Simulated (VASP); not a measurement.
# CoSi2 in VASP: further runs

CoSi2 is run at these levels: PBE; tasks: single point.

Program: VASP 6.6.1. These are calculated values, not measurements. Logs are shortened: lines on timing, memory, paths and dates and some standing lists are left out, and cuts for length are marked.

## Step 1: The cell of the first run

The cell holds a disordered packing, 24 atoms: a = 7.420 Å, b = 7.177 Å, c = 6.754 Å, α = 88.85°, β = 91.99°, γ = 92.64°.

## Step 2: Single point, PBE

INCAR

```
PREC     = Accurate       # precision mode
ENCUT    = 400            # plane-wave cutoff, eV
EDIFF    = 1E-6           # SCF threshold, eV
ISMEAR   = -1             # smearing method
SIGMA    = 0.0853         # smearing width, eV
LREAL    = Auto         
LASPH    = T              # aspherical terms in the spheres
NELM     = 120            # most SCF steps
ALGO     = Normal         # electronic algorithm
ISIF     = 2              # what is computed and relaxed
LWAVE    = F              # write WAVECAR
LCHARG   = F              # write CHGCAR
GGA      = PE             # functional
NBANDS   = 86             # bands
ISYM     = -1           
GGA_COMPAT= F
```

KPOINTS

```
explicit points
1
Reciprocal
  0.25000000   0.25000000   0.25000000 1
```

POSCAR

```
CoSi2
1.0
    7.4169260000     -0.1672480000     -0.1219080000
   -0.1672480000      7.1745680000      0.0683210000
   -0.1219080000      0.0683210000      6.7525770000
Si Co
16 8
Direct
    0.5561288862      0.6761299243      0.7496424976
    0.0067164961      0.5926724149      0.4286058230
    0.1289651285      0.0187446437      0.7567576391
    0.7409433017      0.7351149786      0.0946544002
    0.4233806368      0.3511928601      0.7700195998
    0.7479288968      0.1039534839      0.3183980442
    0.8501978549      0.8896998603      0.6190738345
    0.6970463292      0.4024026856      0.4960871931
    0.3792155104      0.5462440543      0.4203674337
    0.1192485863      0.1114717132      0.3779614061
    0.1277379931      0.6701794026      0.9608645642
    0.8348538210      0.4192844449      0.0581793332
    0.6684311658      0.1249388829      0.9730429075
    0.4902479441      0.8756754928      0.3998568430
    0.3597017769      0.9191610243      0.0164683089
    0.1273669214      0.3263580022      0.9484226454
    0.2399695391      0.7218134530      0.6646525008
    0.9774435589      0.0844897441      0.0726433428
    0.8486560532      0.1843062018      0.7037462850
    0.1582994441      0.3505122544      0.5822406203
    0.2134198389      0.8041190367      0.2599981265
    0.4904021124      0.0307099305      0.7213636820
    0.5707773081      0.3628730128      0.1589007386
    0.8720527794      0.5850675948      0.7374868598
```

Potentials or basis: VASP PAW PBE potentials, release 64 (Si, Co).

Run with:

```bash
$ cat potpaw_PBE.64/Si/POTCAR potpaw_PBE.64/Co/POTCAR > POTCAR
$ mpirun -np 1 vasp_std > vasp.out
```

OUTCAR:

```text
PREC = Accurate
   ENCUT = 400
   EDIFF = 1E-6
   ISMEAR = -1
   LREAL = Auto
   LASPH = T
   NELM = 120
   ISIF = 2
   GGA = PE
   ISYM = -1

 ion  position               nearest neighbor table
   1  0.556  0.676  0.750-  17 2.43  24 2.47   5 2.49  22 2.62   4 2.69   9 2.70   7 2.77  14 2.78
                             8 2.89  15 2.99
   2  0.007  0.593  0.429-  20 2.32  24 2.34  21 2.41  17 2.47   8 2.67   9 2.80   7 2.83  12 3.03
                             4 3.13
   3  0.129  0.019  0.757-   7 2.39  17 2.42  19 2.45  18 2.51  15 2.52  16 2.58  10 2.63  20 2.64
                            22 2.70  11 2.83
   4  0.741  0.735  0.095-  12 2.42   1 2.69  24 2.88  23 2.93  13 2.97  18 3.00  14 3.04   6 3.07
                            11 3.10   2 3.13
   5  0.423  0.351  0.770-  20 2.30  22 2.41   1 2.49  16 2.54   9 2.74  13 2.80   8 2.80  23 2.81
                            17 3.10
   6  0.748  0.104  0.318-  13 2.39  18 2.43   8 2.53  23 2.53  14 2.53   7 2.63  19 2.75  10 2.77
                            12 2.90   4 3.07
   7  0.850  0.890  0.619-  19 2.20  24 2.32   3 2.39   6 2.63   1 2.77   2 2.83  10 3.00  22 3.01
                            14 3.01
   8  0.697  0.402  0.496-  19 2.38  24 2.42  23 2.45   6 2.53   9 2.65   2 2.67   5 2.80   1 2.89

   9  0.379  0.546  0.420-  17 2.39  20 2.39  14 2.47  21 2.48   8 2.65   1 2.70  23 2.70   5 2.74
                             2 2.80
  10  0.119  0.111  0.378-  20 2.23  18 2.29  21 2.50   3 2.63   6 2.77   7 3.00  19 3.10
  11  0.128  0.670  0.961-  17 2.21  21 2.31  24 2.45  15 2.45  16 2.47   3 2.83  12 2.84   4 3.10

  12  0.835  0.419  0.058-  23 2.12   4 2.42  16 2.44  13 2.47  24 2.47  18 2.67  11 2.84   6 2.90
                            19 2.96   2 3.03
  13  0.668  0.125  0.973-  22 2.21  23 2.30  19 2.32   6 2.39  18 2.40  12 2.47  15 2.69   5 2.80
                             4 2.97
  14  0.490  0.876  0.400-  21 2.27  22 2.46   9 2.47   6 2.53  15 2.75   1 2.78  17 2.80   7 3.01
                             4 3.04
  15  0.360  0.919  0.016-  21 2.13  22 2.36  11 2.45   3 2.52  13 2.69  14 2.75  17 2.88   1 2.99

  16  0.127  0.326  0.948-  18 2.19  12 2.44  11 2.47  20 2.49   5 2.54   3 2.58  19 2.77  24 3.02

  17  0.240  0.722  0.665-  11 2.21   9 2.39   3 2.42   1 2.43   2 2.47  20 2.77  21 2.79  14 2.80
                            22 2.85  15 2.88  24 2.91   5 3.10
  18  0.977  0.084  0.073-  16 2.19  10 2.29  13 2.40   6 2.43   3 2.51  12 2.67  19 2.73  21 2.96
                             4 3.00
  19  0.849  0.184  0.704-   7 2.20  13 2.32   8 2.38   3 2.45  20 2.69  18 2.73   6 2.75  16 2.77
                            22 2.84  24 2.89  12 2.96  10 3.10
  20  0.158  0.351  0.582-  10 2.23   5 2.30   2 2.32   9 2.39  16 2.49   3 2.64  19 2.69  17 2.77
                            24 3.00
  21  0.213  0.804  0.260-  15 2.13  14 2.27  11 2.31   2 2.41   9 2.48  10 2.50  17 2.79  18 2.96

  22  0.490  0.031  0.721-  13 2.21  15 2.36   5 2.41  14 2.46   1 2.62   3 2.70  19 2.84  17 2.85
                             7 3.01
  23  0.571  0.363  0.159-  12 2.12  13 2.30   8 2.45   6 2.53   9 2.70   5 2.81   4 2.93
  24  0.872  0.585  0.737-   7 2.32   2 2.34   8 2.42  11 2.45   1 2.47  12 2.47   4 2.88  19 2.89
                            17 2.91  20 3.00  16 3.02

IMPORTANT INFORMATION: All symmetrisations will be switched off!
NOSYMM: (Re-)initialisation of all symmetry stuff for point group C_1.

----------------------------------------------------------------------------------------

                                     Primitive cell

  volume of cell :     358.9992

  direct lattice vectors                    reciprocal lattice vectors
     7.416926000 -0.167248000 -0.121908000     0.134936682  0.003122643  0.002404492
    -0.167248000  7.174568000  0.068321000     0.003122643  0.139466907 -0.001354719
    -0.121908000  0.068321000  6.752577000     0.002404492 -0.001354719  0.148148726

  length of vectors
     7.419812986  7.176842317  6.754022909     0.134994224  0.139508439  0.148174431

  position of ions in fractional coordinates (direct lattice)
     0.556128886  0.676129924  0.749642498
     0.006716496  0.592672415  0.428605823
     0.128965128  0.018744644  0.756757639
     0.740943302  0.735114979  0.094654400
     0.423380637  0.351192860  0.770019600
     0.747928897  0.103953484  0.318398044
[... 16 lines left out ...]
     0.570777308  0.362873013  0.158900739
     0.872052779  0.585067595  0.737486860

  ion indices of the primitive-cell ions
   primitive index   ion index
                 1           1
                 2           2
                 3           3
                 4           4
                 5           5
                 6           6
[... 16 lines left out ...]
                23          23
                24          24

----------------------------------------------------------------------------------------

 KPOINTS: explicit points

Read explicit list of k-points.

 Found      1 k-points:

 Following reciprocal coordinates:
            Coordinates               Weight
  0.250000  0.250000  0.250000      1.000000
   k-points           NKPTS =      1   k-points in BZ     NKDIM =      1   number of bands    NBANDS=     86
   number of dos      NEDOS =    301   number of ions     NIONS =     24
   total plane-waves  NPLWV = 110592
   dimension x,y,z NGX =    48 NGY =   48 NGZ =   48
   dimension x,y,z NGXF=    96 NGYF=   96 NGZF=   96
   ions per type =              16   8
   NGX,Y,Z   is equivalent  to a cutoff of  10.75, 11.12, 11.81 a.u.
   NGXF,Y,Z  is equivalent  to a cutoff of  21.51, 22.24, 23.63 a.u.
 SYSTEM =  unknown system
   PREC   = accura    normal or accurate (medium, high low for compatibility)
   ISTART =      0    job   : 0-new  1-cont  2-samecut
   ICHARG =      2    charge: 1-file 2-atom 10-const
   ISPIN  =      1    spin polarized calculation?
   LNONCOLLINEAR =      F non collinear calculations
   LSORBIT =      F    spin-orbit coupling
   LASPH  =      T    aspherical Exc in radial PAW
   ENCUT  =  400.0 eV  29.40 Ry    5.42 a.u.  12.10 11.70 11.01*2*pi/ulx,y,z
   NELM   =    120;   NELMIN=  2; NELMDL= -5     # of ELM steps
   EDIFF  = 0.1E-05   stopping-criterion for ELM
   LREAL  =      T    real-space projection
   EDIFFG = 0.1E-04   stopping-criterion for IOM
   NSW    =      0    number of steps for IOM
   IBRION =     -1    ionic relax: 0-MD 1-quasi-New 2-CG
   NFREE  =      0    steps in history (QN), initial steepest desc. (CG)
   ISIF   =      2    stress and relaxation
   ISYM   =     -1    0-nonsym 1-usesym 2-fastsym
   POTIM  = 0.5000    time-step for ionic-motion
   TEBEG  =    0.0;   TEEND  =   0.0 temperature during run
   PSTRESS=    0.0 pullay stress
   NELECT =     136.0000    total number of electrons
   NUPDOWN=      -1.0000    fix difference up-down
   EMIN   =  10.00;   EMAX   =-10.00  energy-range for DOS
   EFERMI =   0.00;   METHOD = LEGACY
   ISMEAR =    -1;   SIGMA  =   0.09  broadening in eV -4-tet -1-fermi 0-gaus
   EFERMI_NEDOS =   21; number of points for ismear=-14 and -15
   IALGO  =     38    algorithm
   IMIX   =      4    mixing-type and parameters
     AMIX     =   0.40;   BMIX     =  1.00
     AMIX_MAG =   1.60;   BMIX_MAG =  1.00
  volume/ion in A,a.u.               =      14.96       100.94
  Fermi-wavevector in a.u.,A,eV,Ry     =   1.184559  2.238492 19.091420  1.403180
  Thomas-Fermi vector in A             =   2.320771
   LORBIT       =      0    0 simple, 1 ext, 2 COOP (PROOUT), +10 PAW based schemes
   GGA     = PE    functional components
   LHFCALC =     F    Hartree Fock is set to
   AEXX    =    0.0000 exact exchange contribution
   IVDW    =     0    specifies the selected vdW correction
   LEPSILON=     F    determine dielectric tensor
   LRPA    =     F    only Hartree local field effects (RPA)
 non-spin polarized calculation
  energy-cutoff  :      400.00
  volume of cell :      359.00
 maximum number of plane-waves:      6521
 NGX is ok and might be reduce to    48
   NGX = 25   NGY = 23   NGZ = 23

 number of electron     135.9999993 magnetization

 Free energy of the ion-electron system (eV)
  ---------------------------------------------------
  ext. energy  EPLUGINS =         0.00000000
  ---------------------------------------------------
  free energy    TOTEN  =      -140.37889545 eV

  energy without entropy =     -140.00414530  energy(sigma->0) =     -140.19152037

 E-fermi :   8.3228     XC(G=0): -11.0686

 val. band max:        8.2536689385   @ k =   0.2500   0.2500   0.2500
 cond. band min:       8.3928004064   @ k =   0.2500   0.2500   0.2500
 fundamental gap:      0.1391314679
 Fermi energy:         8.3228272206

 k-point     1 :       0.2500    0.2500    0.2500
  band No.  band energies     occupation
      1      -3.7969      2.00000
      2      -2.8984      2.00000
      3      -2.6763      2.00000
      4      -2.2432      2.00000
      5      -1.1857      2.00000
      6      -1.1059      2.00000
[... 72 lines left out ...]
     79       9.9910      0.00000
     80      10.2379      0.00000
 [bands above 80 left out]

------------------------ aborting loop because EDIFF is reached ----------------------------------------

  FORCE on cell =-STRESS in cart. coord.  units (eV):
  Direction    XX          YY          ZZ          XY          YZ          ZX
  --------------------------------------------------------------------------------------
  -------------------------------------------------------------------------------------
  Total      -19.8014042    -16.1661411    -22.3749268      9.2120153      1.0664963      1.3588431
  in kB      -88.3716862    -72.1478705    -99.8570602     41.1123029      4.7596661      6.0643808
  external PRESSURE =     -86.7922056 kB  Pullay stress =       0.0000000 kB

 VOLUME and BASIS-vectors are now :
 -----------------------------------------------------------------------------
  energy-cutoff  :      400.00
  volume of cell :      359.00
      direct lattice vectors                 reciprocal lattice vectors
     7.416926000 -0.167248000 -0.121908000     0.134936682  0.003122643  0.002404492
    -0.167248000  7.174568000  0.068321000     0.003122643  0.139466907 -0.001354719
    -0.121908000  0.068321000  6.752577000     0.002404492 -0.001354719  0.148148726

 POSITION                                       TOTAL-FORCE (eV/Angst)
 -----------------------------------------------------------------------------------
      3.92030      4.80914      5.04042         0.528475     -0.133287      0.310973
     -0.10156      4.28033      2.93387         0.488369      0.223225     -0.680091
      0.86114      0.16462      5.09562         0.646919      0.760155     -0.049478
      5.36104      5.15668      0.59906        -0.340421      0.399548     -0.412806
      2.98758      2.50146      5.17200         0.312242     -0.018681      0.534731
      5.49113      0.64248      2.06593        -0.350554     -0.273908      0.599682
[... 16 lines left out ...]
      4.15335      2.51885      1.02820        -0.413272      0.003274      1.143928
      6.28019      4.10214      4.91360        -0.160601      0.378673     -0.337606
 -----------------------------------------------------------------------------------
    total drift:                                0.000246     -0.008812      0.002281

  FREE ENERGIE OF THE ION-ELECTRON SYSTEM (eV)
  ---------------------------------------------------
  free  energy   TOTEN  =      -140.3788954481 eV

  energy  without entropy=     -140.0041453008  energy(sigma->0) =     -140.19152037
```

Wall time 58 s (1 thread of Intel Xeon 6975P-C (Granite Rapids), shared host); peak memory 0.31 GiB.

Results:

| Quantity | Value |
| --- | --- |
| Free energy | -140.3789 eV |
| Pressure | -8.7 GPa |
| Largest force | 1.668 eV/Å |

Forces on the atoms (eV/Å):
```
Si   0.528 -0.133  0.311
Si   0.488  0.223 -0.680
Si   0.647  0.760 -0.049
Si  -0.340  0.400 -0.413
Si   0.312 -0.019  0.535
Si  -0.351 -0.274  0.600
Si  -0.846 -1.058 -0.092
Si  -0.278 -0.011  0.219
Si  -0.359 -1.008 -0.968
Si   0.057 -0.359 -0.685
Si  -0.885 -0.576  0.908
Si   1.340 -0.215 -0.664
Si  -0.111 -0.074 -0.220
Si   0.423  0.728  0.421
Si   0.799  0.636 -1.319
Si   0.257  0.553 -0.479
Co   0.394  0.900 -0.318
Co  -0.350 -0.701  0.003
Co   0.181  0.315 -0.062
Co  -0.059  0.106  0.919
Co  -0.681  0.276  1.102
Co  -0.593 -0.852  0.127
Co  -0.413  0.003  1.144
Co  -0.161  0.379 -0.338
```

Stress tensor (GPa, compression positive):
```
-8.84  4.11  0.61
 4.11 -7.21  0.48
 0.61  0.48 -9.99
```

Caveat: the atoms stand as in a frame of molecular dynamics.

## Step 3: Single point, PBE

INCAR

```
  ALGO = Normal
  EDIFF = 1E-6
  ENCUT = 400
  GGA = PE
  GGA_COMPAT = False
  ISIF = 2
  ISMEAR = -1
  ISYM = -1
  LASPH = True
  LCHARG = False
  LREAL = Auto
  LWAVE = False
  NBANDS = 86
  NELM = 120
  PREC = Accurate
  SIGMA = 0.05
```

KPOINTS is that of step 2.

POSCAR

```
CoSi2
1.0
    7.4169260000     -0.1672480000     -0.1219080000
   -0.1672480000      7.1745680000      0.0683210000
   -0.1219080000      0.0683210000      6.7525770000
Si Co
16 8
Direct
    0.5572210368      0.6854574370      0.7649933595
    0.0244858240      0.5889982244      0.3975848139
    0.1479576463      0.0327532687      0.7180086187
    0.7074051596      0.7223884460      0.0746193708
    0.4348514507      0.3858894353      0.7912507356
    0.7250167676      0.1088039309      0.3346907041
    0.8184846148      0.8658338973      0.6175955024
    0.6558788079      0.4020689535      0.5288033177
    0.3603483070      0.5323660644      0.3877724844
    0.1239582708      0.1154046391      0.3433255103
    0.1143005956      0.6725164622      0.9764414622
    0.8514913582      0.4105467827      0.0987897867
    0.6453216630      0.1432687215      0.9601963237
    0.4851669207      0.8852361775      0.4164465667
    0.3497459817      0.8982484694      0.0026725500
    0.1238381519      0.3400522257      0.9297121904
    0.2506444961      0.7320644725      0.6726987626
    0.9562006809      0.0721879717      0.0570708869
    0.8472644239      0.1571607082      0.6940046644
    0.1635911406      0.3296098042      0.5903944224
    0.2115651897      0.8251157859      0.2757357307
    0.4967297336      0.0046741879      0.7185166468
    0.5701698538      0.3728520151      0.1787976122
    0.8852819590      0.5751103568      0.7195485277
```

Potentials or basis: VASP PAW PBE potentials, release 64 (Si, Co).

Run with:

```bash
$ cat potpaw_PBE.64/Si/POTCAR potpaw_PBE.64/Co/POTCAR > POTCAR
$ mpirun -np 1 vasp_std > vasp.out
```

Run time: 67 s. Hardware: 1 thread of Intel Xeon 6975P-C (Granite Rapids), shared host; peak memory 0.3 GiB.

Results (log left out):

```yaml
Free_energy: -141.2416 eV
Pressure: -9.3 GPa
Largest_force: 1.639 eV/Å
```

Forces in eV/Å, atoms in the order of the input:
```
Si   0.287  0.362 -0.287
Si  -0.398 -0.632  0.457
Si  -0.202 -0.113  0.495
Si   0.297 -0.281  0.299
Si  -0.783 -0.693  0.112
Si   0.068  0.061 -0.197
Si  -0.011 -0.327  0.201
Si   0.915 -0.501 -0.034
Si  -0.152 -0.167 -0.026
Si  -0.320  0.168 -0.122
Si  -1.122 -0.080  0.214
Si   0.699  0.173  0.288
Si   0.996  0.137  0.925
Si   0.135  0.003 -0.611
Si   0.831  0.901 -1.088
Si  -0.569 -0.896 -0.240
Co   0.142  0.101 -0.063
Co   0.142  0.809  0.282
Co  -0.124  0.763 -0.525
Co   0.254  1.034 -0.192
Co  -0.228 -0.770 -0.278
Co  -0.578 -0.124  0.575
Co  -0.393 -0.034  0.259
Co   0.117  0.106 -0.444
```

Stress tensor (GPa, compression positive):
```
 -9.81   4.08   0.66
  4.08  -6.92   0.27
  0.66   0.27 -11.29
```

Levels at points of the mesh, in eV from the Fermi level:
```csv
k point,band 64,band 65,band 66,band 67,band 68,band 69,band 70,band 71,band 72,band 73
"(0.25, 0.25, 0.25)",-0.58,-0.43,-0.36,-0.25,-0.12,0.12,0.25,0.42,0.55,0.65
```

Caveat: the atoms stand as in a frame of molecular dynamics. Spin polarisation is off, so any magnetic state and its effect on volume and gap are missing.

(Continued in part 2 of 2.)
